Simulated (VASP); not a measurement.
Write the native input for VASP 6.6.1 that does the following.

- Task: single point
- Functional: PBE
- Potentials or basis: VASP PAW PBE potentials, release 64 (Al, P)
- Cutoff: 500 eV
- k mesh: 8 × 8 × 8
- Occupations: gaussian, width 0.01 eV
- Spin: no spin polarisation
- Dipole correction: no
- Further INCAR settings: ALGO = Normal; EDIFF = 1e-06; NBANDS = 11

The structure of AlP lies in POSCAR:

```
AlP
1.0
    0.0000000000      2.6016099456      2.6016099456
    2.6016099456      0.0000000000      2.6016099456
    2.6016099456      2.6016099456      0.0000000000
Al P
1 1
Direct
    0.0000000000      0.0000000000      0.0000000000
    0.7500000000      0.7500000000      0.7500000000
```

The input as run:

INCAR

```
SYSTEM = AlP
PREC     = Accurate       ! precision mode
ENCUT    = 500            ! plane-wave cutoff, eV
EDIFF    = 1E-6           ! SCF threshold, eV
ISMEAR   = 0              ! smearing method
SIGMA    = 0.01           ! smearing width, eV
LREAL    = .False.        ! projectors in reciprocal space
LASPH    = .True.         ! aspherical terms in the spheres
NELM     = 120            ! most SCF steps
ALGO     = Normal         ! electronic algorithm
ISIF     = 2              ! what is computed and relaxed
LWAVE    = .False.        ! write WAVECAR
LCHARG   = .True.         ! write CHGCAR
GGA      = PE             ! functional
LELF     = .True.         ! ELF
LVHAR    = .True.       
NBANDS   = 11             ! bands
GGA_COMPAT= .False.
```

KPOINTS

```
regular mesh
0
Gamma
  8 8 8
  0 0 0
```

Potentials or basis: VASP PAW PBE potentials, release 64 (Al, P).

Command:

```bash
$ cat potpaw_PBE.64/Al/POTCAR potpaw_PBE.64/P/POTCAR > POTCAR
$ mpirun -np 1 vasp_std > vasp.out
```

It gave:

```json
{
 "Pressure": "19.8 GPa",
 "Band gap on the k mesh": "1.25 eV, indirect (least direct gap 3.66 eV)"
}
```

Run time: 4.8 s on 1 thread of Intel(R) Xeon(R) 6975P-C (Granite Rapids), on a shared host, peak memory 0.15 GiB.
